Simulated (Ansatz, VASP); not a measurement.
# NiO: VASP beside Ansatz

The input INCAR:

```
SYSTEM = NiO
  PREC = Accurate
  ENCUT = 700
  EDIFF = 1E-6
  ISMEAR = -1
  SIGMA = 0.05
  LREAL = .FALSE.
  LASPH = .TRUE.
  NELM = 200
  ALGO = Normal
  ISIF = 2
  LWAVE = .FALSE.
  LCHARG = .FALSE.
  ISPIN = 2
  MAGMOM = 1 0
  LORBIT = 11
  LMAXMIX = 4
  LDAU = .TRUE.
  LDAUTYPE = 2
  LDAUL = 2 -1
  LDAUU = 8 0
  LDAUJ = 0 0
  LDAUPRINT = 1
  GGA = PE
  NBANDS = 23
  GGA_COMPAT = .FALSE.
```

Contents of KPOINTS:

```
regular mesh
0
G
  11 11 11
  0 0 0
```

File POSCAR:

```
NiO
1.0
    0.0000000000      2.0913095100      2.0913095100
    2.0913095100      0.0000000000      2.0913095100
    2.0913095100      2.0913095100      0.0000000000
Ni O
1 1
Direct
    0.0000000000      0.0000000000      0.0000000000
    0.5000000000      0.5000000000      0.5000000000
```

input.yaml

```yaml
crystal:
  lattice:
    - [0.0, 2.09130951, 2.09130951]
    - [2.09130951, 0.0, 2.09130951]
    - [2.09130951, 2.09130951, 0.0]
  atoms:
    - { symbol: Ni, position: [0.0, 0.0, 0.0], spin: 1.0 }
    - { symbol: O, position: [0.5, 0.5, 0.5] }
hamiltonian:
  xc: pbe
  pseudopotentials: { kind: paw }
  hubbard: { sites: [{ species: Ni, l: d, u_eff: 8.0 }] }
magnetization:
  spin_polarized: true
kpoints:
  mp_grid: { grid: [11, 11, 11] }
  band_path:
    path:
      - [[0.0, 0.0, 0.0], [0.5, 0.0, 0.5], [0.5, 0.25, 0.75], [0.375, 0.375, 0.75], [0.0, 0.0, 0.0], [0.5, 0.5, 0.5], [0.625, 0.25, 0.625], [0.5, 0.25, 0.75], [0.5, 0.5, 0.5], [0.375, 0.375, 0.75]]
      - [[0.625, 0.25, 0.625], [0.5, 0.0, 0.5]]
    npoints: 14
scf:
  occupations: { method: fermi_dirac, width: 0.05 }
  n_extra_bands: 6
output:
  forces: true
  stress: true
  eigenvalues: true
  fatbands: false
```

Alike in both runs: functional PBE; k mesh 11 × 11 × 11; occupations fermi-dirac, width 0.05 eV; collinear spin; Hubbard terms Ni d U = 8.0 eV.

|  | VASP | Ansatz |
| --- | --- | --- |
| version | VASP 6.6.1 | Ansatz 0.2.0 |
| potentials or method | VASP PAW PBE potentials, release 64 (Ni_sv_GW, O) | Ansatz PAW |
| plane-wave cutoff (eV) | 700 | 420 |
| valence electrons in the cell | 24 | 24 |
| task | single point | band structure |

Ansatz gave:

* gap on the k mesh at the Fermi level (eV): 2.40
* least direct gap on the mesh (eV): 3.59
* pressure (GPa): 14.3
* net moment per atom (μB): 1.00
* size of the moment on the site where the two differ most (μB): 1.75

Question: Which values does VASP return?

Answer: gap on the k mesh at the Fermi level (eV): 2.52; least direct gap on the mesh (eV): 3.72; pressure (GPa): 11.0; net moment per atom (μB): 1.00; size of the moment on the site where the two differ most (μB): 1.82.

Site moments also hang on the region over which each program counts them. The programs project onto different local orbitals, so the same U acts differently, and such runs can settle in different states.

Noted on Ansatz's run: the magnetic or orbital state may not be the lowest.
